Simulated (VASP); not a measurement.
# Si (Fddd) in VASP: vibrations by perturbation theory with PBE

Aim: the vibrations by perturbation theory of Si with PBE.

Program: VASP 6.6.1. These are calculated values, not measurements. Logs are shortened: lines on timing, memory, paths and dates and some standing lists are left out, and cuts for length are marked.

## (1) The cell of the first run

It takes space group Fddd (No. 70, orthorhombic). Conventional cell: a = 5.440 Å, b = 5.469 Å, c = 5.500 Å, α = 90.00°, β = 90.00°, γ = 90.00°. Si (site symmetry 222) has 4 Si at 2.37 Å within 3.1 Å.

## (2) Vibrations by perturbation theory, PBE

Input file INCAR:

```
PREC     = Accurate       # precision mode
ENCUT    = 520            # plane-wave cutoff, eV
EDIFF    = 1E-8           # SCF threshold, eV
ISMEAR   = 0              # smearing method
SIGMA    = 0.01           # smearing width, eV
LREAL    = False          # projectors in reciprocal space
LASPH    = True           # aspherical terms in the spheres
NELM     = 80             # most SCF steps
ALGO     = Normal         # electronic algorithm
ISIF     = 2              # what is computed and relaxed
LWAVE    = False          # write WAVECAR
LCHARG   = True           # write CHGCAR
GGA      = PE             # functional
NBANDS   = 26             # bands
IBRION   = 8              # ionic algorithm
NSW      = 1              # ionic steps
```

Input file KPOINTS:

```
Automatic mesh
0
Gamma
  3 3 3
```

Input file POSCAR:

```
Si
1.0
    5.4690000000      0.0000000000      0.0000000000
    0.0000000000      5.5000000000      0.0000000000
    0.0000000000      0.0000000000      5.4400000000
Si
8
Direct
    0.0000000000      0.0000000000      0.0000000000
    0.0000000000      0.5000000000      0.5000000000
    0.5000000000      0.0000000000      0.5000000000
    0.5000000000      0.5000000000      0.0000000000
    0.2500000000      0.2500000000      0.2500000000
    0.2500000000      0.7500000000      0.7500000000
    0.7500000000      0.2500000000      0.7500000000
    0.7500000000      0.7500000000      0.2500000000
```

Potentials or basis: VASP PAW PBE potentials, release 64 (Si).

On the command line:

```
> cat potpaw_PBE.64/Si/POTCAR > POTCAR
> mpirun -np 1 vasp_std > vasp.out
```

OUTCAR:

```text
PREC = Accurate
   ENCUT = 520
   EDIFF = 1E-8
   ISMEAR = 0
   LREAL = False
   LASPH = True
   NELM = 80
   ISIF = 2
   GGA = PE
   IBRION = 8
   NSW = 1

 ion  position               nearest neighbor table
   1  0.000  0.000  0.000-   5 2.37   6 2.37   7 2.37   8 2.37
   2  0.000  0.500  0.500-   5 2.37   6 2.37   7 2.37   8 2.37
   3  0.500  0.000  0.500-   5 2.37   6 2.37   7 2.37   8 2.37
   4  0.500  0.500  0.000-   5 2.37   6 2.37   7 2.37   8 2.37
   5  0.250  0.250  0.250-   1 2.37   2 2.37   3 2.37   4 2.37
   6  0.250  0.750  0.750-   1 2.37   2 2.37   3 2.37   4 2.37
   7  0.750  0.250  0.750-   1 2.37   2 2.37   3 2.37   4 2.37
   8  0.750  0.750  0.250-   1 2.37   2 2.37   3 2.37   4 2.37

  LATTYP: Found a simple orthorhombic cell.
 ALAT       =     5.4400000000
 B/A-ratio  =     1.0053308824
 C/A-ratio  =     1.0110294118

  Lattice vectors:

 A1 = (   0.0000000000,   0.0000000000,   5.4400000000)
 A2 = (   5.4690000000,   0.0000000000,   0.0000000000)
 A3 = (   0.0000000000,   5.5000000000,   0.0000000000)

Analysis of symmetry for initial positions (statically):
=====================================================================
 Subroutine PRICEL returns following result:

  LATTYP: Found a face centered orthorhombic cell.
 ALAT       =     5.4400000000
 B/A-ratio  =     1.0053308824
 C/A-ratio  =     1.0110294118

  Lattice vectors:

 A1 = (   2.7345000000,   2.7500000000,   0.0000000000)
 A2 = (   0.0000000000,   2.7500000000,   2.7200000000)
 A3 = (   2.7345000000,   0.0000000000,   2.7200000000)

   4 primitive cells build up your supercell.

 Routine SETGRP: Setting up the symmetry group for a
 simple orthorhombic supercell.
[... 481 lines left out ...]
  1X   -13.175699    0.000000    0.000000   -1.719735    0.000000    0.000000    0.838836    0.000000    0.000000    0.835580    0.000000    0.000000    3.305255    2.340491    2.313515    3.305255   -2.340491   -2.313515    3.305255   -2.340491    2.313515    3.305255    2.340491   -2.313515
  1Y     0.000000  -13.231282    0.000000    0.000000    0.867203    0.000000    0.000000   -1.725911    0.000000    0.000000    0.851186    0.000000    2.340354    3.309701    2.320389   -2.340354    3.309701    2.320389   -2.340354    3.309701   -2.320389    2.340354    3.309701   -2.320389
  1Z     0.000000    0.000000  -13.114153    0.000000    0.000000    0.828062    0.000000    0.000000    0.816065    0.000000    0.000000   -1.728807    2.313405    2.320443    3.299708   -2.313405    2.320443    3.299708    2.313405   -2.320443    3.299708   -2.313405   -2.320443    3.299708
  2X    -1.719735    0.000000    0.000000  -13.175699    0.000000    0.000000    0.835580    0.000000    0.000000    0.838836    0.000000    0.000000    3.305255   -2.340491   -2.313515    3.305255    2.340491    2.313515    3.305255    2.340491   -2.313515    3.305255   -2.340491    2.313515
  2Y     0.000000    0.867203    0.000000    0.000000  -13.231282    0.000000    0.000000    0.851186    0.000000    0.000000   -1.725911    0.000000   -2.340354    3.309701    2.320389    2.340354    3.309701    2.320389    2.340354    3.309701   -2.320389   -2.340354    3.309701   -2.320389
  2Z     0.000000    0.000000    0.828062    0.000000    0.000000  -13.114153    0.000000    0.000000   -1.728807    0.000000    0.000000    0.816065   -2.313405    2.320443    3.299708    2.313405    2.320443    3.299708   -2.313405   -2.320443    3.299708    2.313405   -2.320443    3.299708
  3X     0.838836    0.000000    0.000000    0.835580    0.000000    0.000000  -13.175699    0.000000    0.000000   -1.719735    0.000000    0.000000    3.305255   -2.340491    2.313515    3.305255    2.340491   -2.313515    3.305255    2.340491    2.313515    3.305255   -2.340491   -2.313515
  3Y     0.000000   -1.725911    0.000000    0.000000    0.851186    0.000000    0.000000  -13.231282    0.000000    0.000000    0.867203    0.000000   -2.340354    3.309701   -2.320389    2.340354    3.309701   -2.320389    2.340354    3.309701    2.320389   -2.340354    3.309701    2.320389
  3Z     0.000000    0.000000    0.816065    0.000000    0.000000   -1.728807    0.000000    0.000000  -13.114153    0.000000    0.000000    0.828062    2.313405   -2.320443    3.299708   -2.313405   -2.320443    3.299708    2.313405    2.320443    3.299708   -2.313405    2.320443    3.299708
  4X     0.835580    0.000000    0.000000    0.838836    0.000000    0.000000   -1.719735    0.000000    0.000000  -13.175699    0.000000    0.000000    3.305255    2.340491   -2.313515    3.305255   -2.340491    2.313515    3.305255   -2.340491   -2.313515    3.305255    2.340491    2.313515
  4Y     0.000000    0.851186    0.000000    0.000000   -1.725911    0.000000    0.000000    0.867203    0.000000    0.000000  -13.231282    0.000000    2.340354    3.309701   -2.320389   -2.340354    3.309701   -2.320389   -2.340354    3.309701    2.320389    2.340354    3.309701    2.320389
  4Z     0.000000    0.000000   -1.728807    0.000000    0.000000    0.816065    0.000000    0.000000    0.828062    0.000000    0.000000  -13.114153   -2.313405   -2.320443    3.299708    2.313405   -2.320443    3.299708   -2.313405    2.320443    3.299708    2.313405    2.320443    3.299708
  5X     3.305255    2.340491    2.313515    3.305255   -2.340491   -2.313515    3.305255   -2.340491    2.313515    3.305255    2.340491   -2.313515  -13.175699    0.000000    0.000000   -1.719735    0.000000    0.000000    0.838836    0.000000    0.000000    0.835580    0.000000    0.000000
  5Y     2.340354    3.309701    2.320389   -2.340354    3.309701    2.320389   -2.340354    3.309701   -2.320389    2.340354    3.309701   -2.320389    0.000000  -13.231282    0.000000    0.000000    0.867203    0.000000    0.000000   -1.725911    0.000000    0.000000    0.851186    0.000000
  5Z     2.313405    2.320443    3.299708   -2.313405    2.320443    3.299708    2.313405   -2.320443    3.299708   -2.313405   -2.320443    3.299708    0.000000    0.000000  -13.114153    0.000000    0.000000    0.828062    0.000000    0.000000    0.816065    0.000000    0.000000   -1.728807
  6X     3.305255   -2.340491   -2.313515    3.305255    2.340491    2.313515    3.305255    2.340491   -2.313515    3.305255   -2.340491    2.313515   -1.719735    0.000000    0.000000  -13.175699    0.000000    0.000000    0.835580    0.000000    0.000000    0.838836    0.000000    0.000000
  6Y    -2.340354    3.309701    2.320389    2.340354    3.309701    2.320389    2.340354    3.309701   -2.320389   -2.340354    3.309701   -2.320389    0.000000    0.867203    0.000000    0.000000  -13.231282    0.000000    0.000000    0.851186    0.000000    0.000000   -1.725911    0.000000
  6Z    -2.313405    2.320443    3.299708    2.313405    2.320443    3.299708   -2.313405   -2.320443    3.299708    2.313405   -2.320443    3.299708    0.000000    0.000000    0.828062    0.000000    0.000000  -13.114153    0.000000    0.000000   -1.728807    0.000000    0.000000    0.816065
  7X     3.305255   -2.340491    2.313515    3.305255    2.340491   -2.313515    3.305255    2.340491    2.313515    3.305255   -2.340491   -2.313515    0.838836    0.000000    0.000000    0.835580    0.000000    0.000000  -13.175699    0.000000    0.000000   -1.719735    0.000000    0.000000
  7Y    -2.340354    3.309701   -2.320389    2.340354    3.309701   -2.320389    2.340354    3.309701    2.320389   -2.340354    3.309701    2.320389    0.000000   -1.725911    0.000000    0.000000    0.851186    0.000000    0.000000  -13.231282    0.000000    0.000000    0.867203    0.000000
  7Z     2.313405   -2.320443    3.299708   -2.313405   -2.320443    3.299708    2.313405    2.320443    3.299708   -2.313405    2.320443    3.299708    0.000000    0.000000    0.816065    0.000000    0.000000   -1.728807    0.000000    0.000000  -13.114153    0.000000    0.000000    0.828062
  8X     3.305255    2.340491   -2.313515    3.305255   -2.340491    2.313515    3.305255   -2.340491   -2.313515    3.305255    2.340491    2.313515    0.835580    0.000000    0.000000    0.838836    0.000000    0.000000   -1.719735    0.000000    0.000000  -13.175699    0.000000    0.000000
  8Y     2.340354    3.309701   -2.320389   -2.340354    3.309701   -2.320389   -2.340354    3.309701    2.320389    2.340354    3.309701    2.320389    0.000000    0.851186    0.000000    0.000000   -1.725911    0.000000    0.000000    0.867203    0.000000    0.000000  -13.231282    0.000000
  8Z    -2.313405   -2.320443    3.299708    2.313405   -2.320443    3.299708   -2.313405    2.320443    3.299708    2.313405    2.320443    3.299708    0.000000    0.000000   -1.728807    0.000000    0.000000    0.816065    0.000000    0.000000    0.828062    0.000000    0.000000  -13.114153

 Eigenvectors and eigenvalues of the dynamical matrix
 ----------------------------------------------------

   1 f  =   15.179340 THz    95.374603 2PiTHz  506.328265 cm-1    62.776676 meV
             X         Y         Z           dx          dy          dz
      0.000000  0.000000  0.000000    -0.000000    0.353553    0.000000
      0.000000  2.750000  2.720000    -0.000000    0.353553    0.000000
      2.734500  0.000000  2.720000    -0.000000    0.353553    0.000000
      2.734500  2.750000  0.000000    -0.000000    0.353553    0.000000
      1.367250  1.375000  1.360000     0.000000   -0.353553   -0.000000
      1.367250  4.125000  4.080000     0.000000   -0.353553   -0.000000
      4.101750  1.375000  4.080000     0.000000   -0.353553   -0.000000
      4.101750  4.125000  1.360000     0.000000   -0.353553   -0.000000
[... 221 lines left out ...]
  22 f  =    0.000000 THz     0.000002 2PiTHz    0.000009 cm-1     0.000001 meV
             X         Y         Z           dx          dy          dz
      0.000000  0.000000  0.000000     0.316528   -0.157274   -0.008656
      0.000000  2.750000  2.720000     0.316528   -0.157274   -0.008656
      2.734500  0.000000  2.720000     0.316528   -0.157274   -0.008656
      2.734500  2.750000  0.000000     0.316528   -0.157274   -0.008656
      1.367250  1.375000  1.360000     0.316528   -0.157274   -0.008656
      1.367250  4.125000  4.080000     0.316528   -0.157274   -0.008656
      4.101750  1.375000  4.080000     0.316528   -0.157274   -0.008656
      4.101750  4.125000  1.360000     0.316528   -0.157274   -0.008656

  23 f/i=    0.000000 THz     0.000001 2PiTHz    0.000007 cm-1     0.000001 meV
             X         Y         Z           dx          dy          dz
      0.000000  0.000000  0.000000    -0.155611   -0.315245    0.037498
      0.000000  2.750000  2.720000    -0.155611   -0.315245    0.037498
      2.734500  0.000000  2.720000    -0.155611   -0.315245    0.037498
      2.734500  2.750000  0.000000    -0.155611   -0.315245    0.037498
      1.367250  1.375000  1.360000    -0.155611   -0.315245    0.037498
      1.367250  4.125000  4.080000    -0.155611   -0.315245    0.037498
      4.101750  1.375000  4.080000    -0.155611   -0.315245    0.037498
      4.101750  4.125000  1.360000    -0.155611   -0.315245    0.037498

  24 f/i=    0.000000 THz     0.000002 2PiTHz    0.000011 cm-1     0.000001 meV
             X         Y         Z           dx          dy          dz
      0.000000  0.000000  0.000000     0.024399    0.029762    0.351453
      0.000000  2.750000  2.720000     0.024399    0.029762    0.351453
      2.734500  0.000000  2.720000     0.024399    0.029762    0.351453
      2.734500  2.750000  0.000000     0.024399    0.029762    0.351453
      1.367250  1.375000  1.360000     0.024399    0.029762    0.351453
      1.367250  4.125000  4.080000     0.024399    0.029762    0.351453
      4.101750  1.375000  4.080000     0.024399    0.029762    0.351453
      4.101750  4.125000  1.360000     0.024399    0.029762    0.351453

--------------------------------------------------------------------------------------------------------

 ELASTIC MODULI CONTR FROM IONIC RELAXATION (kBar)
 Direction    XX          YY          ZZ          XY          YZ          ZX
 --------------------------------------------------------------------------------
 XX           0.0000      0.0000      0.0000      0.0000      0.0000      0.0000
 YY           0.0000      0.0000      0.0000      0.0000      0.0000      0.0000
 ZZ           0.0000      0.0000      0.0000      0.0000      0.0000      0.0000
 XY           0.0000      0.0000      0.0000   -241.2161     -0.0000     -0.0000
 YZ           0.0000      0.0000      0.0000     -0.0000   -237.7073     -0.0000
 ZX           0.0000      0.0000      0.0000     -0.0000     -0.0000   -234.5218
 --------------------------------------------------------------------------------
```

It took 2.7 min on 1 thread of Oxide Virtual Turin-like, shared host; peak memory 0.3 GiB.

Results:

```
Highest phonon frequency at Γ : 506 cm⁻¹
```

Phonon frequencies in cm⁻¹ (negative: imaginary):
```csv
q point,frequencies
"(0.000, 0.000, 0.000)",0 0 0 144 144 144 144 145 145 400 400 401 401 402 402 447 447 448 448 449 449 506 506 506
```

Caveat: the k points lie up to 0.38 Å⁻¹ apart.
